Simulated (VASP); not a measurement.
Here is a VASP 6.6.1 calculation.

File POSCAR:

```
MgO
1.0
    3.2882172281      0.0000000000      0.0000000000
   -1.6441086140      2.8476796527      0.0000000000
    0.0000000000      0.0000000000      5.1350536003
Mg O
2 2
Direct
    0.3333333333      0.6666666667     -0.0070092543
    0.6666666667      0.3333333333      0.4929907457
    0.3333333333      0.6666666667      0.3820092543
    0.6666666667      0.3333333333      0.8820092543
```

INCAR.step1

```
PREC = Accurate
ENCUT = 520
ISMEAR = 0
SIGMA = 0.01
LREAL = F
LASPH = T
NELM = 60
NBANDS = 16
GGA = PE
ALGO = Normal
EDIFF = 1E-4
LWAVE = T
LCHARG = F
```

The input INCAR.step2:

```
PREC = Accurate
ENCUT = 520
EDIFF = 1E-6
ISMEAR = 0
SIGMA = 0.01
LREAL = F
LASPH = T
NELM = 60
ALGO = Normal
ISIF = 2
LWAVE = F
LCHARG = T
METAGGA = R2SCAN
LMIXTAU = T
LELF = T
LVHAR = T
NBANDS = 16
ISTART = 1
```

Contents of KPOINTS:

```
regular mesh
0
Gamma
  12 12 6
```

Potentials or basis: VASP PAW PBE potentials, release 64 (Mg, O).

Command:

```bash
$ cat potpaw_PBE.64/Mg/POTCAR potpaw_PBE.64/O/POTCAR > POTCAR
$ cp INCAR.step1 INCAR
$ mpirun -np 1 vasp_std > vasp.out
$ cp INCAR.step2 INCAR
$ mpirun -np 1 vasp_std > vasp.out
```

Problem. Estimate the band gap on the k mesh.

Solution. 4.17 eV, direct.

Problem. Predict the pressure.

Solution. -2.7 GPa.

Forces in eV/Å, atoms in the order of the input:
```
Mg   0.000  0.000  0.002
Mg   0.000  0.000  0.002
O    0.000  0.000 -0.002
O    0.000  0.000 -0.002
```

Caveat: the cell differs from its parent crystal (uniaxial z strain +2.0%); the PAW data sets were made with another functional, which shifts forces and pressure a little. A k mesh can miss the band edges.
